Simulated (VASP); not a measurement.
# SmSi4 in VASP: notebook

The runs below take SmSi4 through single point, relaxation of cell and atoms, with PBE.

Everything below comes from runs of VASP 6.6.1. Logs are shortened: lines on timing, memory, paths and dates and some standing lists are left out, and cuts for length are marked.

## 1. The cell of the first run

It takes space group P-6m2 (No. 187, hexagonal). The conventional cell has a = 3.988 Å, b = 3.988 Å, c = 8.589 Å, α = 90.00°, β = 90.00°, γ = 120.00°. Within 4.0 Å of Sm (site symmetry -6m2) lie 6 Si at 3.00 Å and 6 Sm at 3.99 Å. Within 3.1 Å of Si (site symmetry 3m) lie 1 Si at 2.38 Å and 3 Sm at 3.00 Å. Si (site symmetry -6m2) has 3 Si at 2.30 Å within 3.0 Å. Si (site symmetry -6m2) has 5 Si at 2.30 to 2.38 Å within 3.0 Å.

## 2. Single point, PBE

INCAR

```
ALGO = Normal ; EDIFF = 1E-6
ENCUT = 500 ; GGA = PE
GGA_COMPAT = False ; ISIF = 2
ISMEAR = 0 ; LASPH = True
LCHARG = False ; LMAXMIX = 6
LREAL = False ; LWAVE = False
NBANDS = 38 ; NELM = 200
PREC = Accurate ; SIGMA = 0.2
```

KPOINTS

```
k-points
0
Gamma
  6 6 2
```

POSCAR

```
SmSi4
1.0
    3.9883086821      0.0000000000      0.0000000000
   -1.9941543410      3.4539766368      0.0000000000
    0.0000000000      0.0000000000     17.1775212208
Sm Si
2 8
Direct
    1.0000000000      0.0000000000      0.2500000000
    1.0000000000      0.0000000000      0.7500000000
    0.6666666667      0.3333333333      0.1384300047
    0.6666666667      0.3333333333      0.6384300047
    0.6666666667      0.3333333333      0.3615699953
    0.6666666667      0.3333333333      0.8615699953
    0.0000000000      0.0000000000      0.0000000000
    1.0000000000      1.0000000000      0.5000000000
    0.6666666667      0.3333333333      0.5000000000
    0.6666666667      0.3333333333      1.0000000000
```

Potentials or basis: VASP PAW PBE potentials, release 64 (Sm_3, Si), 4f in core.

Started as:

```bash
> cat potpaw_PBE.64/Sm_3/POTCAR potpaw_PBE.64/Si/POTCAR > POTCAR
> mpirun -np 1 vasp_std > vasp.out
```

OUTCAR:

```text
EDIFF = 1E-6
   ENCUT = 500
   GGA = PE
   ISIF = 2
   ISMEAR = 0
   LASPH = True
   LREAL = False
   NELM = 200
   PREC = Accurate

 ion  position               nearest neighbor table
   1  0.000  0.000  0.250-   3 3.00   5 3.00   3 3.00   5 3.00   3 3.00   5 3.00
   2  0.000  0.000  0.750-   4 3.00   6 3.00   4 3.00   6 3.00   4 3.00   6 3.00
   3  0.667  0.333  0.138-  10 2.38   1 3.00   1 3.00   1 3.00
   4  0.667  0.333  0.638-   9 2.38   2 3.00   2 3.00   2 3.00
   5  0.667  0.333  0.362-   9 2.38   1 3.00   1 3.00   1 3.00
   6  0.667  0.333  0.862-  10 2.38   2 3.00   2 3.00   2 3.00
   7  0.000  0.000  0.000-  10 2.30  10 2.30  10 2.30
   8  0.000  0.000  0.500-   9 2.30   9 2.30   9 2.30
   9  0.667  0.333  0.500-   8 2.30   8 2.30   8 2.30   4 2.38   5 2.38
  10  0.667  0.333  0.000-   7 2.30   7 2.30   7 2.30   3 2.38   6 2.38

  LATTYP: Found a hexagonal cell.
 ALAT       =     3.9883086821
 C/A-ratio  =     4.3069688407

  Lattice vectors:

 A1 = (   3.9883086821,   0.0000000000,   0.0000000000)
 A2 = (  -1.9941543410,   3.4539766368,   0.0000000000)
 A3 = (   0.0000000000,   0.0000000000,  17.1775212208)

Analysis of symmetry for initial positions (statically):
=====================================================================
 Subroutine PRICEL returns following result:

  LATTYP: Found a hexagonal cell.
 ALAT       =     3.9883086821
 C/A-ratio  =     2.1534844203

  Lattice vectors:

 A1 = (   3.9883086821,   0.0000000000,   0.0000000000)
 A2 = (  -1.9941543410,   3.4539766368,   0.0000000000)
 A3 = (   0.0000000000,   0.0000000000,   8.5887606104)

   2 primitive cells build up your supercell.

 Routine SETGRP: Setting up the symmetry group for a
 hexagonal supercell.

 Subroutine GETGRP returns: Found 12 space group operations
 (whereof 12 operations were pure point group operations)
 out of a pool of 24 trial point group operations.

The static configuration has the point symmetry D_3h.

Analysis of symmetry for dynamics (positions and initial velocities):
=====================================================================
 Subroutine PRICEL returns following result:

  LATTYP: Found a hexagonal cell.
 ALAT       =     3.9883086821
 C/A-ratio  =     2.1534844203

  Lattice vectors:

 A1 = (   3.9883086821,   0.0000000000,   0.0000000000)
 A2 = (  -1.9941543410,   3.4539766368,   0.0000000000)
 A3 = (   0.0000000000,   0.0000000000,   8.5887606104)

   2 primitive cells build up your supercell.

 Routine SETGRP: Setting up the symmetry group for a
 hexagonal supercell.

 Subroutine GETGRP returns: Found 12 space group operations
 (whereof 12 operations were pure point group operations)
 out of a pool of 24 trial point group operations.

The dynamic configuration has the point symmetry D_3h.

 Subroutine INISYM returns: Found 12 space group operations
 (whereof 12 operations are pure point group operations),
 and found     2 'primitive' translations

----------------------------------------------------------------------------------------

                                     Primitive cell

  volume of cell :     118.3147

  direct lattice vectors                    reciprocal lattice vectors
     3.988308682  0.000000000  0.000000000     0.250732849  0.144760678  0.000000000
    -1.994154341  3.453976637  0.000000000     0.000000000  0.289521356  0.000000000
     0.000000000  0.000000000  8.588760610     0.000000000  0.000000000  0.116431234

  length of vectors
     3.988308682  3.988308682  8.588760610     0.289521356  0.289521356  0.116431234

  position of ions in fractional coordinates (direct lattice)
     0.000000000  0.000000000  0.500000000
     0.666666667  0.333333333  0.276860009
     0.666666667  0.333333333  0.723139991
     0.000000000  0.000000000  0.000000000
     0.666666667  0.333333333  0.000000000

  ion indices of the primitive-cell ions
   primitive index   ion index
                 1           1
                 2           3
                 3           5
                 4           7
                 5           9

----------------------------------------------------------------------------------------

 KPOINTS: k-points

Automatic generation of k-mesh.
 Grid dimensions read from file:
 generate k-points for:    6    6    2

 Generating k-lattice:

  Cartesian coordinates                     Fractional coordinates (reciprocal lattice)
     0.041788808  0.024126780  0.000000000     0.166666667  0.000000000  0.000000000
     0.000000000  0.048253559  0.000000000     0.000000000  0.166666667  0.000000000
     0.000000000  0.000000000  0.029107809     0.000000000  0.000000000  0.500000000

  Length of vectors
     0.048253559  0.048253559  0.029107809

  Shift w.r.t. Gamma in fractional coordinates (k-lattice)
     0.000000000  0.000000000  0.000000000

 Subroutine IBZKPT returns following result:
 ===========================================

 Found     14 irreducible k-points:

 Following reciprocal coordinates:
            Coordinates               Weight
  0.000000  0.000000  0.000000      1.000000
  0.166667  0.000000  0.000000      6.000000
  0.333333  0.000000  0.000000      6.000000
  0.500000  0.000000  0.000000      3.000000
  0.166667  0.166667  0.000000      6.000000
  0.333333  0.166667  0.000000     12.000000
  0.333333  0.333333  0.000000      2.000000
  0.000000  0.000000  0.500000      1.000000
  0.166667  0.000000  0.500000      6.000000
  0.333333  0.000000  0.500000      6.000000
  0.500000  0.000000  0.500000      3.000000
  0.166667  0.166667  0.500000      6.000000
  0.333333  0.166667  0.500000     12.000000
  0.333333  0.333333  0.500000      2.000000
   k-points           NKPTS =     14   k-points in BZ     NKDIM =     14   number of bands    NBANDS=     38
   number of dos      NEDOS =    301   number of ions     NIONS =     10
   total plane-waves  NPLWV = 113400
   dimension x,y,z NGX =    30 NGY =   30 NGZ =  126
   dimension x,y,z NGXF=    60 NGYF=   60 NGZF=  252
   ions per type =               2   8
   NGX,Y,Z   is equivalent  to a cutoff of  12.50, 12.50, 12.19 a.u.
   NGXF,Y,Z  is equivalent  to a cutoff of  25.01, 25.01, 24.39 a.u.
 SYSTEM =  unknown system
   PREC   = accura    normal or accurate (medium, high low for compatibility)
   ISTART =      0    job   : 0-new  1-cont  2-samecut
   ICHARG =      2    charge: 1-file 2-atom 10-const
   ISPIN  =      1    spin polarized calculation?
   LNONCOLLINEAR =      F non collinear calculations
   LSORBIT =      F    spin-orbit coupling
   LASPH  =      T    aspherical Exc in radial PAW
   ENCUT  =  500.0 eV  36.75 Ry    6.06 a.u.   7.27  7.27 31.32*2*pi/ulx,y,z
   NELM   =    200;   NELMIN=  2; NELMDL= -5     # of ELM steps
   EDIFF  = 0.1E-05   stopping-criterion for ELM
   LREAL  =      F    real-space projection
   EDIFFG = 0.1E-04   stopping-criterion for IOM
   NSW    =      0    number of steps for IOM
   IBRION =     -1    ionic relax: 0-MD 1-quasi-New 2-CG
   NFREE  =      0    steps in history (QN), initial steepest desc. (CG)
   ISIF   =      2    stress and relaxation
   ISYM   =      2    0-nonsym 1-usesym 2-fastsym
   POTIM  = 0.5000    time-step for ionic-motion
   TEBEG  =    0.0;   TEEND  =   0.0 temperature during run
   PSTRESS=    0.0 pullay stress
   NELECT =      54.0000    total number of electrons
   NUPDOWN=      -1.0000    fix difference up-down
   EMIN   =  10.00;   EMAX   =-10.00  energy-range for DOS
   EFERMI =   0.00;   METHOD = LEGACY
   ISMEAR =     0;   SIGMA  =   0.20  broadening in eV -4-tet -1-fermi 0-gaus
   EFERMI_NEDOS =   21; number of points for ismear=-14 and -15
   IALGO  =     38    algorithm
   IMIX   =      4    mixing-type and parameters
     AMIX     =   0.40;   BMIX     =  1.00
     AMIX_MAG =   1.60;   BMIX_MAG =  1.00
  volume/ion in A,a.u.               =      23.66       159.69
  Fermi-wavevector in a.u.,A,eV,Ry     =   1.000422  1.890523 13.617310  1.000844
  Thomas-Fermi vector in A             =   2.132777
   LORBIT       =      0    0 simple, 1 ext, 2 COOP (PROOUT), +10 PAW based schemes
   GGA     = PE    functional components
   LHFCALC =     F    Hartree Fock is set to
   AEXX    =    0.0000 exact exchange contribution
   IVDW    =     0    specifies the selected vdW correction
   LEPSILON=     F    determine dielectric tensor
   LRPA    =     F    only Hartree local field effects (RPA)
 non-spin polarized calculation
 Gauss-broadening in eV      SIGMA  =   0.20
  energy-cutoff  :      500.00
  volume of cell :      236.63
 maximum number of plane-waves:      6062
 NGX is ok and might be reduce to    30
   NGX = 15   NGY = 15   NGZ = 63

 number of electron      53.9999998 magnetization

 Free energy of the ion-electron system (eV)
  ---------------------------------------------------
  ext. energy  EPLUGINS =         0.00000000
  ---------------------------------------------------
  free energy    TOTEN  =       -48.41260797 eV

  energy without entropy =      -48.25654588  energy(sigma->0) =      -48.33457692

 E-fermi :   4.7102     XC(G=0):  -9.4529

 val. band max:        4.7067822761   @ k =   0.3333   0.3333   0.0000
 cond. band min:       4.7163525721   @ k =   0.3333   0.3333   0.0000
 fundamental gap:      0.0095702959
 Fermi energy:         4.7101671301

 k-point     1 :       0.0000    0.0000    0.0000
  band No.  band energies     occupation
      1     -36.1252      2.00000
      2     -36.1252      2.00000
      3     -15.6046      2.00000
      4     -15.6044      2.00000
      5     -15.4516      2.00000
      6     -15.4516      2.00000
[... 30 lines left out ...]
     37       6.9693      0.00000
     38       7.0574      0.00000

 k-point     2 :       0.1667    0.0000    0.0000
  band No.  band energies     occupation
      1     -36.1204      2.00000
      2     -36.1204      2.00000
      3     -15.5876      2.00000
      4     -15.5875      2.00000
      5     -15.5352      2.00000
      6     -15.5352      2.00000
[... 484 lines left out ...]
 k-point    14 :       0.3333    0.3333    0.5000
  band No.  band energies     occupation
      1     -36.1035      2.00000
      2     -36.1035      2.00000
      3     -15.6960      2.00000
      4     -15.6960      2.00000
      5     -15.6574      2.00000
      6     -15.6574      2.00000
[... 30 lines left out ...]
     37       8.2843      0.00000
     38       8.2844      0.00000

------------------------ aborting loop because EDIFF is reached ----------------------------------------

  FORCE on cell =-STRESS in cart. coord.  units (eV):
  Direction    XX          YY          ZZ          XY          YZ          ZX
  --------------------------------------------------------------------------------------
  -------------------------------------------------------------------------------------
  Total        0.1060010      0.1060010     -0.2680448      0.0000000      0.0000000     -0.0000000
  in kB        0.7177149      0.7177149     -1.8148861      0.0000000      0.0000000     -0.0000000
  external PRESSURE =      -0.1264854 kB  Pullay stress =       0.0000000 kB

 VOLUME and BASIS-vectors are now :
 -----------------------------------------------------------------------------
  energy-cutoff  :      500.00
  volume of cell :      236.63
      direct lattice vectors                 reciprocal lattice vectors
     3.988308682  0.000000000  0.000000000     0.250732849  0.144760678  0.000000000
    -1.994154341  3.453976637  0.000000000     0.000000000  0.289521356  0.000000000
     0.000000000  0.000000000 17.177521221     0.000000000  0.000000000  0.058215617

 POSITION                                       TOTAL-FORCE (eV/Angst)
 -----------------------------------------------------------------------------------
      0.00000      0.00000      4.29438         0.000000      0.000000     -0.000000
      0.00000      0.00000     12.88314         0.000000      0.000000     -0.000000
      1.99415      1.15133      2.37788        -0.000000      0.000000     -0.044449
      1.99415      1.15133     10.96664        -0.000000      0.000000     -0.044449
      1.99415      1.15133      6.21088         0.000000      0.000000      0.044449
      1.99415      1.15133     14.79964        -0.000000      0.000000      0.044449
      0.00000      0.00000      0.00000        -0.000000     -0.000000     -0.000000
      0.00000      0.00000      8.58876        -0.000000     -0.000000     -0.000000
      1.99415      1.15133      8.58876        -0.000000     -0.000000     -0.000000
      1.99415      1.15133      0.00000         0.000000     -0.000000      0.000000
 -----------------------------------------------------------------------------------
    total drift:                               -0.000000      0.000000     -0.000000

  FREE ENERGIE OF THE ION-ELECTRON SYSTEM (eV)
  ---------------------------------------------------
  free  energy   TOTEN  =       -48.4126079682 eV

  energy  without entropy=      -48.2565458808  energy(sigma->0) =      -48.33457692
```

Run time: 79 s. Hardware: 1 thread of Intel Xeon 6975P-C (Granite Rapids), shared host; peak memory 0.37 GiB.

What came out:

| Quantity | Value |
| --- | --- |
| Free energy | -48.4126 eV |
| Pressure | 0.0 GPa |
| Largest force | 0.044 eV/Å |
| Band gap on the k mesh | zero (bands 27 and 28 overlap by 1.20 eV) |

Forces on the atoms (eV/Å):
```
Sm   0.000  0.000  0.000
Sm   0.000  0.000  0.000
Si   0.000  0.000 -0.044
Si   0.000  0.000 -0.044
Si   0.000  0.000  0.044
Si   0.000  0.000  0.044
Si   0.000  0.000  0.000
Si   0.000  0.000  0.000
Si   0.000  0.000  0.000
Si   0.000  0.000  0.000
```

Caveat: spin-orbit coupling is left out, which moves the levels of the heavy elements; the 4f electrons are frozen in the core, so they carry no moment and show no levels. Spin polarisation is off, so any magnetic state and its effect on volume and gap are missing.

(Part 1 of 3 ends here.)
